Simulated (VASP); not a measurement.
Crystal: BaTe (wurtzite type).

```xyz
4
Lattice="4.5559 0.0000 0.0000 -2.2779 3.9455 0.0000 0.0000 0.0000 7.4260" Properties=species:S:1:pos:R:3 pbc="T T T"
Ba    0.0000    2.6303    0.0000
Ba    2.2779    1.3152    3.7130
Te    0.0000    2.6303    2.7922
Te    2.2779    1.3152    6.5052
```

| Item | Value |
| --- | --- |
| Program | VASP 6.6.1 |
| Task | relaxation of cell and atoms |
| Functional | PBE |
| Potentials or basis | VASP PAW PBE potentials, release 64 (Ba_sv, Te) |
| Cutoff | 600 eV |
| k mesh | 8 × 8 × 5 |
| Occupations | fermi-dirac, width 0.08 eV |
| Spin | no spin polarisation |

At the start: pressure 35.9 GPa; volume 33.37 Å³/atom.

Q: Where does the relaxation end?

A: Over 32 steps the energy falls by 1983.9 meV/atom and the volume is 54.64 Å³/atom (+63.7 %); space group P6_3/mmc (No. 194, to 0.05 Å).

The path:
| step | energy change (eV) | largest force (eV/Å) | pressure (GPa) | volume (Å³) |
| --- | --- | --- | --- | --- |
| 1 | 0.0000 | 0.0866 | 35.87 | 133.48 |
| 2 | -6.2120 | 0.0168 | -3.07 | 336.10 |
| 3 | -7.4032 | 0.0794 | 0.44 | 236.42 |
| 4 | -7.4086 | 0.0733 | -0.21 | 244.63 |
| 5 | -7.4104 | 0.0752 | -0.01 | 241.95 |
| 6 | -7.4089 | 0.0772 | 0.19 | 239.35 |
| 7 | -7.4111 | 0.0849 | 0.19 | 239.34 |
| 8 | -7.4172 | 0.1095 | 0.18 | 239.30 |
| 9 | -7.4277 | 0.1670 | 0.15 | 239.14 |
| 10 | -7.4428 | 0.3130 | 0.09 | 238.47 |
| 11 | -7.4512 | 0.7389 | 0.01 | 235.73 |
| 12 | -7.4527 | 0.7381 | 0.00 | 235.73 |
| 13 | -7.4574 | 0.7366 | -0.02 | 235.72 |
| 14 | -7.4667 | 0.7339 | -0.06 | 235.71 |
| 15 | -7.4856 | 0.7302 | -0.14 | 235.67 |
| 16 | -7.5243 | 0.7272 | -0.29 | 235.55 |
| 17 | -7.6030 | 0.7271 | -0.55 | 235.08 |
| 18 | -7.7042 | 0.6261 | -0.57 | 233.21 |
| 19 | -7.7735 | 0.4503 | -0.59 | 231.27 |
| 20 | -7.8754 | 0.0235 | -0.35 | 225.51 |
| 21 | -7.8773 | 0.0953 | -0.28 | 224.62 |
| 22 | -7.9093 | 0.0441 | -0.31 | 223.50 |
| 23 | -7.9330 | 0.0180 | -0.27 | 221.41 |
| 24 | -7.9332 | 0.0221 | -0.26 | 221.22 |
| 25 | -7.9353 | 0.0212 | -0.08 | 219.33 |
| 26 | -7.9355 | 0.0209 | 0.00 | 218.52 |
| 27 | -7.9355 | 0.0210 | 0.00 | 218.58 |
| 28 | -7.9355 | 0.0179 | 0.00 | 218.58 |
| 29 | -7.9356 | 0.0091 | 0.00 | 218.60 |
| 30 | -7.9356 | 0.0086 | 0.00 | 218.64 |
| 31 | -7.9357 | 0.0013 | 0.00 | 218.62 |
| 32 | -7.9357 | 0.0001 | 0.00 | 218.58 |

Final structure:
```
Ba Te
1.0
     5.99249    0.00000    0.00000
    -2.99625    5.18965    0.00000
     0.00000    0.00000    7.02852
Ba Te
2 2
Direct
  0.33333 0.66667 0.93800
  0.66667 0.33333 0.43800
  0.33333 0.66667 0.43800
  0.66667 0.33333 0.93800
```

Caveat: the volume moved by over 15 % at a fixed basis, so the end points are rough.
